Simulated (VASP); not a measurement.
# AlNi (Pm) in VASP: single point with PBEsol

Aim: the single point of AlNi with PBEsol.

Program: VASP 6.6.1. These are calculated values, not measurements. Logs are shortened: lines on timing, memory, paths and dates and some standing lists are left out, and cuts for length are marked.

### Step 1. The cell of the first run

It takes space group Pm (No. 6, monoclinic). Conventional cell: a = 2.858 Å, b = 2.858 Å, c = 2.869 Å, α = 90.00°, β = 90.00°, γ = 90.00°. Al (site symmetry m) has 8 Ni at 2.35 to 2.61 Å and 6 Al at 2.86 to 2.87 Å within 3.1 Å. Within 3.1 Å of Ni (site symmetry m) lie 8 Al at 2.35 to 2.61 Å and 6 Ni at 2.86 to 2.87 Å.

### Step 2. Single point, PBEsol (atoms displaced along several vibrational modes)

The input, INCAR:

```
SYSTEM = AlNi
PREC     = Accurate       ! precision mode
ENCUT    = 520            ! plane-wave cutoff, eV
EDIFF    = 1E-6           ! SCF threshold, eV
ISMEAR   = 0              ! smearing method
SIGMA    = 0.15           ! smearing width, eV
LREAL    = .FALSE.        ! projectors in reciprocal space
LASPH    = .TRUE.         ! aspherical terms in the spheres
NELM     = 60             ! most SCF steps
ALGO     = Fast           ! electronic algorithm
ISIF     = 2              ! what is computed and relaxed
LWAVE    = .FALSE.        ! write WAVECAR
LCHARG   = .FALSE.        ! write CHGCAR
GGA      = PS             ! functional
NBANDS   = 14             ! bands
```

The input, KPOINTS:

```
Automatic mesh
0
G
  16 16 16
  0 0 0
```

The input, POSCAR:

```
AlNi
1.0
    2.0211996418     -2.0211459310      0.0000000000
    2.0211996418      2.0211459310      0.0000000000
    0.0000000000      0.0000000000      2.8688666946
Al Ni
1 1
Direct
   -0.0265885805      0.0000000000     -0.0264912971
    0.5122228531      0.5000000000      0.5121781316
```

Potentials or basis: VASP PAW PBE potentials, release 64 (Al, Ni).

The run is started by

```
cat potpaw_PBE.64/Al/POTCAR potpaw_PBE.64/Ni/POTCAR > POTCAR
mpirun -np 1 vasp_std > vasp.out
```

OUTCAR:

```text
SYSTEM = AlNi
   PREC = Accurate
   ENCUT = 520
   EDIFF = 1E-6
   ISMEAR = 0
   LREAL = .FALSE.
   LASPH = .TRUE.
   NELM = 60
   ISIF = 2
   GGA = PS

 ion  position               nearest neighbor table
   1  0.973  0.000  0.974-   2 2.35   2 2.35   2 2.48   2 2.48   2 2.48   2 2.48   2 2.61   2 2.61

   2  0.512  0.500  0.512-   1 2.35   1 2.35   1 2.48   1 2.48   1 2.48   1 2.48   1 2.61   1 2.61

  LATTYP: Found a base centered orthorhombic cell.
 ALAT       =     4.0422918620
 B/A-ratio  =     1.0000265744
 C/A-ratio  =     0.7097129036

  Lattice vectors:

 A1 = (  -2.0211996418,  -2.0211459310,   0.0000000000)
 A2 = (   2.0211996418,  -2.0211459310,   0.0000000000)
 A3 = (   0.0000000000,   0.0000000000,   2.8688666946)

Analysis of symmetry for initial positions (statically):
=====================================================================
 Subroutine PRICEL returns:
 Original cell was already a primitive cell.

 Routine SETGRP: Setting up the symmetry group for a
 base centered orthorhombic supercell.

 Subroutine GETGRP returns: Found  1 space group operations
 (whereof  1 operations were pure point group operations)
 out of a pool of  8 trial point group operations.

The static configuration has the point symmetry C_1 .

Analysis of symmetry for dynamics (positions and initial velocities):
=====================================================================
 Subroutine PRICEL returns:
 Original cell was already a primitive cell.

 Routine SETGRP: Setting up the symmetry group for a
 base centered orthorhombic supercell.

 Subroutine GETGRP returns: Found  1 space group operations
 (whereof  1 operations were pure point group operations)
 out of a pool of  8 trial point group operations.

The dynamic configuration has the point symmetry C_1 .

 Subroutine INISYM returns: Found  1 space group operations
 (whereof  1 operations are pure point group operations),
 and found     1 'primitive' translations

----------------------------------------------------------------------------------------

                                     Primitive cell

  volume of cell :      23.4394

  direct lattice vectors                    reciprocal lattice vectors
     2.021199642 -2.021145931  0.000000000     0.247377839 -0.247384413  0.000000000
     2.021199642  2.021145931  0.000000000     0.247377839  0.247384413  0.000000000
     0.000000000  0.000000000  2.868866695     0.000000000  0.000000000  0.348569699

  length of vectors
     2.858369967  2.858369967  2.868866695     0.349849744  0.349849744  0.348569699

  position of ions in fractional coordinates (direct lattice)
     0.973411420  0.000000000  0.973508703
     0.512222853  0.500000000  0.512178132

  ion indices of the primitive-cell ions
   primitive index   ion index
                 1           1
                 2           2

----------------------------------------------------------------------------------------

 KPOINTS: Automatic mesh

Automatic generation of k-mesh.
 Grid dimensions read from file:
 generate k-points for:   16   16   16

 Generating k-lattice:

  Cartesian coordinates                     Fractional coordinates (reciprocal lattice)
     0.015461115 -0.015461526  0.000000000     0.062500000  0.000000000  0.000000000
     0.015461115  0.015461526  0.000000000     0.000000000  0.062500000  0.000000000
     0.000000000  0.000000000  0.021785606     0.000000000  0.000000000  0.062500000

  Length of vectors
     0.021865609  0.021865609  0.021785606

  Shift w.r.t. Gamma in fractional coordinates (k-lattice)
     0.000000000  0.000000000  0.000000000

 Subroutine IBZKPT returns following result:
 ===========================================

 Found   2052 irreducible k-points:

 Following reciprocal coordinates:
            Coordinates               Weight
  0.000000  0.000000  0.000000      1.000000
  0.062500  0.000000  0.000000      2.000000
 -0.000000 -0.062500  0.000000      2.000000
  0.125000  0.000000  0.000000      2.000000
 -0.000000 -0.125000  0.000000      2.000000
  0.187500 -0.000000  0.000000      2.000000
[... 16 lines left out ...]
  0.250000  0.062500  0.000000      2.000000
 -0.062500 -0.250000  0.000000      2.000000
 [... further k-points ...]
   k-points           NKPTS =   2052   k-points in BZ     NKDIM =   2052   number of bands    NBANDS=     14
   number of dos      NEDOS =    301   number of ions     NIONS =      2
   total plane-waves  NPLWV =  13824
   dimension x,y,z NGX =    24 NGY =   24 NGZ =   24
   dimension x,y,z NGXF=    48 NGYF=   48 NGZF=   48
   ions per type =               1   1
   NGX,Y,Z   is equivalent  to a cutoff of  13.96, 13.96, 13.91 a.u.
   NGXF,Y,Z  is equivalent  to a cutoff of  27.92, 27.92, 27.82 a.u.
 SYSTEM =  AlNi
   PREC   = accura    normal or accurate (medium, high low for compatibility)
   ISTART =      0    job   : 0-new  1-cont  2-samecut
   ICHARG =      2    charge: 1-file 2-atom 10-const
   ISPIN  =      1    spin polarized calculation?
   LNONCOLLINEAR =      F non collinear calculations
   LSORBIT =      F    spin-orbit coupling
   LASPH  =      T    aspherical Exc in radial PAW
   ENCUT  =  520.0 eV  38.22 Ry    6.18 a.u.   5.31  5.31  5.33*2*pi/ulx,y,z
   NELM   =     60;   NELMIN=  2; NELMDL= -5     # of ELM steps
   EDIFF  = 0.1E-05   stopping-criterion for ELM
   LREAL  =      F    real-space projection
   EDIFFG = 0.1E-04   stopping-criterion for IOM
   NSW    =      0    number of steps for IOM
   IBRION =     -1    ionic relax: 0-MD 1-quasi-New 2-CG
   NFREE  =      0    steps in history (QN), initial steepest desc. (CG)
   ISIF   =      2    stress and relaxation
   ISYM   =      2    0-nonsym 1-usesym 2-fastsym
   POTIM  = 0.5000    time-step for ionic-motion
   TEBEG  =    0.0;   TEEND  =   0.0 temperature during run
   PSTRESS=    0.0 pullay stress
   NELECT =      13.0000    total number of electrons
   NUPDOWN=      -1.0000    fix difference up-down
   EMIN   =  10.00;   EMAX   =-10.00  energy-range for DOS
   EFERMI =   0.00;   METHOD = LEGACY
   ISMEAR =     0;   SIGMA  =   0.15  broadening in eV -4-tet -1-fermi 0-gaus
   EFERMI_NEDOS =   21; number of points for ismear=-14 and -15
   IALGO  =     68    algorithm
   IMIX   =      4    mixing-type and parameters
     AMIX     =   0.40;   BMIX     =  1.00
     AMIX_MAG =   1.60;   BMIX_MAG =  1.00
  volume/ion in A,a.u.               =      11.72        79.09
  Fermi-wavevector in a.u.,A,eV,Ry     =   1.345055  2.541786 24.615310  1.809174
  Thomas-Fermi vector in A             =   2.472999
   LORBIT       =      0    0 simple, 1 ext, 2 COOP (PROOUT), +10 PAW based schemes
   GGA     = PS    functional components
   LHFCALC =     F    Hartree Fock is set to
   AEXX    =    0.0000 exact exchange contribution
   IVDW    =     0    specifies the selected vdW correction
   LEPSILON=     F    determine dielectric tensor
   LRPA    =     F    only Hartree local field effects (RPA)
 non-spin polarized calculation
 RMM-DIIS sequential band-by-band and
 Gauss-broadening in eV      SIGMA  =   0.15
  energy-cutoff  :      520.00
  volume of cell :       23.44
 maximum number of plane-waves:       653
 NGX is ok and might be reduce to    24
   NGX = 11   NGY = 11   NGZ = 11

 number of electron      12.9999997 magnetization

 Free energy of the ion-electron system (eV)
  ---------------------------------------------------
  ext. energy  EPLUGINS =         0.00000000
  ---------------------------------------------------
  free energy    TOTEN  =       -11.51257660 eV

  energy without entropy =      -11.50413427  energy(sigma->0) =      -11.50835543

 E-fermi :  10.1558     XC(G=0): -12.2569

 val. band max:       10.1545412223   @ k =   0.2500   0.4375  -0.4375
 cond. band min:      10.1567760626   @ k =  -0.2500   0.4375  -0.4375
 fundamental gap:      0.0022348403
 Fermi energy:        10.1558314836

 k-point     1 :       0.0000    0.0000    0.0000
  band No.  band energies     occupation
      1      -1.1127      2.00000
      2       6.7939      2.00000
      3       6.8063      2.00000
      4       8.5336      2.00000
      5       8.5604      2.00000
      6       8.5725      2.00000
      7      15.6612      0.00000
      8      15.7952      0.00000
      9      15.8072      0.00000
     10      18.3943      0.00000
     11      18.4248      0.00000
     12      24.0777      0.00000
     13      31.0551      0.00000
     14      31.0802      0.00000

 k-point     2 :       0.0625    0.0000    0.0000
  band No.  band energies     occupation
      1      -1.0396      2.00000
      2       6.7990      2.00000
      3       6.8147      2.00000
      4       8.5156      2.00000
      5       8.5278      2.00000
      6       8.5615      2.00000
      7      14.9777      0.00000
      8      15.7866      0.00000
      9      15.8916      0.00000
     10      18.4017      0.00000
     11      19.1458      0.00000
     12      24.3287      0.00000
     13      30.2745      0.00000
     14      30.4056      0.00000

 k-point     3 :      -0.0000   -0.0625    0.0000
  band No.  band energies     occupation
      1      -1.0395      2.00000
      2       6.7904      2.00000
      3       6.8236      2.00000
      4       8.5007      2.00000
      5       8.5394      2.00000
      6       8.5646      2.00000
      7      14.9637      0.00000
      8      15.7681      0.00000
      9      15.9314      0.00000
     10      18.4095      0.00000
     11      19.1258      0.00000
     12      24.3333      0.00000
     13      30.2824      0.00000
     14      30.4670      0.00000

 k-point     4 :       0.1250    0.0000    0.0000
  band No.  band energies     occupation
      1      -0.8210      2.00000
      2       6.7744      2.00000
      3       6.8634      2.00000
      4       8.4334      2.00000
      5       8.4379      2.00000
      6       8.5640      2.00000
      7      13.5810      0.00000
      8      16.0665      0.00000
      9      16.1734      0.00000
     10      18.4135      0.00000
     11      20.2797      0.00000
     12      25.1202      0.00000
     13      28.8495      0.00000
     14      28.9525      0.00000

 k-point     5 :      -0.0000   -0.1250    0.0000
  band No.  band energies     occupation
      1      -0.8206      2.00000
      2       6.7656      2.00000
      3       6.8734      2.00000
      4       8.4119      2.00000
      5       8.4483      2.00000
      6       8.5744      2.00000
      7      13.5694      0.00000
      8      16.0532      0.00000
      9      16.2118      0.00000
     10      18.4206      0.00000
     11      20.2429      0.00000
[... 276 lines left out ...]
 k-point    22 :      -0.0625   -0.1875    0.0000
  band No.  band energies     occupation
      1      -0.3869      2.00000
      2       6.6960      2.00000
      3       6.9515      2.00000
      4       8.2624      2.00000
      5       8.3040      2.00000
      6       8.5590      2.00000
      7      12.2539      0.00000
      8      15.7559      0.00000
      9      16.6450      0.00000
     10      18.9839      0.00000
     11      21.5548      0.00000
     12      26.2652      0.00000
     13      26.8107      0.00000
     14      27.5260      0.00000

 k-point    23 :       0.2500    0.0625    0.0000
  band No.  band energies     occupation
      1       0.1108      2.00000
      2       6.4621      2.00000
      3       7.0340      2.00000
      4       8.1258      2.00000
      5       8.1742      2.00000
      6       8.5642      2.00000
      7      11.0940      0.00000
      8      16.2488      0.00000
      9      17.2296      0.00000
     10      19.0599      0.00000
     11      22.3808      0.00000
     12      25.0898      0.00000
     13      25.8737      0.00000
     14      28.1911      0.00000

 k-point    24 :      -0.0625   -0.2500    0.0000
  band No.  band energies     occupation
      1       0.1124      2.00000
      2       6.4566      2.00000
      3       7.0445      2.00000
      4       8.1236      2.00000
      5       8.1620      2.00000
      6       8.5762      2.00000
      7      11.0822      0.00000
      8      16.2613      0.00000
      9      17.2367      0.00000
     10      19.0723      0.00000
     11      22.3148      0.00000
     12      25.1108      0.00000
     13      25.8893      0.00000
     14      28.3834      0.00000

 [... further k-points ...]
[... 5 lines left out ...]
  --------------------------------------------------------------------------------------
  -------------------------------------------------------------------------------------
  Total        0.3374703      0.3384630      0.2379910      0.0524742     -0.1952797      0.1952495
  in kB       23.0674102     23.1352653     16.2676146      3.5868153    -13.3481328     13.3460638
  external PRESSURE =      20.8234300 kB  Pullay stress =       0.0000000 kB

 VOLUME and BASIS-vectors are now :
 -----------------------------------------------------------------------------
  energy-cutoff  :      520.00
  volume of cell :       23.44
      direct lattice vectors                 reciprocal lattice vectors
     2.021199642 -2.021145931  0.000000000     0.247377839 -0.247384413  0.000000000
     2.021199642  2.021145931  0.000000000     0.247377839  0.247384413  0.000000000
     0.000000000  0.000000000  2.868866695     0.000000000  0.000000000  0.348569699

 POSITION                                       TOTAL-FORCE (eV/Angst)
 -----------------------------------------------------------------------------------
      1.96746     -1.96741      2.79287         0.510844     -0.510954      0.723870
      2.04590     -0.02470      1.46937        -0.510844      0.510954     -0.723870
 -----------------------------------------------------------------------------------
    total drift:                                0.000381     -0.000381      0.000463

  FREE ENERGIE OF THE ION-ELECTRON SYSTEM (eV)
  ---------------------------------------------------
  free  energy   TOTEN  =       -11.5125766003 eV

  energy  without entropy=      -11.5041342671  energy(sigma->0) =      -11.50835543
```

Wall time 3.3 min (1 thread of Intel Xeon 6975P-C (Granite Rapids), shared host); peak memory 0.75 GiB.

Results:

- Free energy: -11.5126 eV
- Pressure: 2.1 GPa
- Largest force: 1.023 eV/Å
- Band gap on the k mesh: zero (an odd number of electrons rules out a gap without spin polarisation)

Forces on the atoms (eV/Å):
```
Al   0.511 -0.511  0.724
Ni  -0.511  0.511 -0.724
```

Caveat: the cell differs from its parent crystal (atoms displaced along several vibrational modes); the PAW data sets were made with another functional, which shifts forces and pressure a little.
